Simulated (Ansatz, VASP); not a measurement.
## KF in VASP and in Ansatz

The input INCAR:

```
SYSTEM = KF
PREC = Accurate ; ENCUT = 600
EDIFF = 1E-6 ; ISMEAR = -1
SIGMA = 0.02 ; LREAL = .False.
LASPH = .True. ; NELM = 120
ALGO = Normal ; ISIF = 2
LWAVE = .False. ; LCHARG = .False.
GGA = PE ; NBANDS = 15
GGA_COMPAT = .False.
```

The input KPOINTS:

```
regular mesh
0
Gamma
  8 8 8
  0 0 0
```

The input POSCAR:

```
KF
1.0
    0.0000000000      2.6706600058      2.6589605792
    2.6706600058      0.0000000000      2.6589605792
    2.6706600058      2.6706600058      0.0000000000
K F
1 1
Direct
    0.0000000000      0.0000000000      0.0000000000
    0.5000000000      0.5000000000      0.5000000000
```

Input for Ansatz:

```yaml
crystal:
  lattice:
    - [0.0, 2.6706600058, 2.6589605792]
    - [2.6706600058, 0.0, 2.6589605792]
    - [2.6706600058, 2.6706600058, 0.0]
  atoms:
    - { symbol: K, position: [0.0, 0.0, 0.0] }
    - { symbol: F, position: [0.5, 0.5, 0.5] }
kpoints:
  mp_grid: { grid: [8, 8, 8] }
  band_path:
    path:
      - [0.0, 0.0, 0.0]
      - [0.5, 0.0, 0.5]
      - [0.625, 0.25, 0.625]
      - [0.375, 0.375, 0.75]
      - [0.5, 0.5, 0.5]
      - [0.5, 0.25, 0.75]
    npoints: 1
hamiltonian:
  xc: pbe
scf:
  occupations: { method: fermi_dirac, width: 0.02 }
  n_extra_bands: 4
output:
  forces: true
  stress: true
  eigenvalues: true
```

Change from the starting cell: biaxial_xy strain +0.4%.

Alike in both runs: task single point; functional PBE; k mesh 8 × 8 × 8; occupations fermi-dirac, width 0.02 eV; no spin polarisation.

|  | VASP | Ansatz |
| --- | --- | --- |
| version | VASP 6.6.1 | Ansatz 0.2.0 |
| potentials or method | VASP PAW PBE potentials, release 64 (K_sv, F) | plane waves, PAW |
| plane-wave cutoff (eV) | 600 | 420 |
| valence electrons in the cell | 16 | 16 |

|  | VASP | Ansatz | Ansatz less VASP |
| --- | --- | --- | --- |
| gap on the k mesh at the Fermi level (eV) | 6.19 | 6.21 | +0.015 |
| pressure (GPa) | 1.6 | 1.6 | -0.01 |
| traceless stress, the component that is largest in VASP (GPa) | 0.18 | 0.17 | -0.007 |
